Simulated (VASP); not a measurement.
Cu:

```
Cu
1.0
    -0.00443    1.78843    1.83853
     1.82291   -0.01749    1.85160
     1.78282    1.76140    0.02260
Cu
1
Direct
  0.00000 0.00000 0.00000
```

* Program: VASP 6.6.1
* Task: relaxation of cell and atoms
* Functional: BLYP
* Potentials or basis: VASP PAW PBE potentials, release 64 (Cu)
* Cutoff: 600 eV
* k mesh: 13 × 12 × 13
* Occupations: fermi-dirac, width 0.05 eV
* Spin: no spin polarisation

At the start: pressure 11.4 GPa; volume 11.81 Å³/atom.

**Question.** How do energy, volume and symmetry change on relaxing?

**Answer.** Over 17 steps the energy falls by 31.5 meV/atom and the volume is 12.76 Å³/atom (+8.1 %); space group R-3m (No. 166, to 0.1 Å) before, Fm-3m (No. 225, to 0.1 Å).

Step by step:
```tsv
step	energy change (eV)	largest force (eV/Å)	pressure (GPa)	volume (Å³)
1	0.0000	0.0000	11.37	11.81
2	-0.0239	0.0000	-4.40	13.29
3	-0.0308	0.0000	0.24	12.75
4	-0.0308	0.0000	-0.26	12.79
5	-0.0312	0.0000	-0.11	12.78
6	-0.0315	0.0000	0.17	12.77
7	-0.0314	0.0000	0.15	12.77
8	-0.0314	0.0000	0.05	12.77
9	-0.0315	0.0000	-0.28	12.78
10	-0.0315	0.0000	0.01	12.78
11	-0.0315	0.0000	-0.38	12.79
12	-0.0315	0.0000	-0.51	12.79
13	-0.0315	0.0000	-0.50	12.78
14	-0.0315	0.0000	-0.40	12.78
15	-0.0315	0.0000	-0.39	12.78
16	-0.0315	0.0000	-0.42	12.77
17	-0.0315	0.0000	0.00	12.76
```

Final structure:
```cif
data_structure
_symmetry_space_group_name_H-M 'P 1'
_symmetry_Int_Tables_number 1
_cell_length_a 2.6086
_cell_length_b 2.6461
_cell_length_c 2.6095
_cell_angle_alpha 60.066
_cell_angle_beta 60.058
_cell_angle_gamma 60.137
_cell_volume 12.76
loop_
_atom_site_label
_atom_site_type_symbol
_atom_site_fract_x
_atom_site_fract_y
_atom_site_fract_z
_atom_site_occupancy
Cu1 Cu 0.00000 0.00000 0.00000 1
```

Caveat: the PAW data sets were made with another functional, which shifts forces and pressure a little.
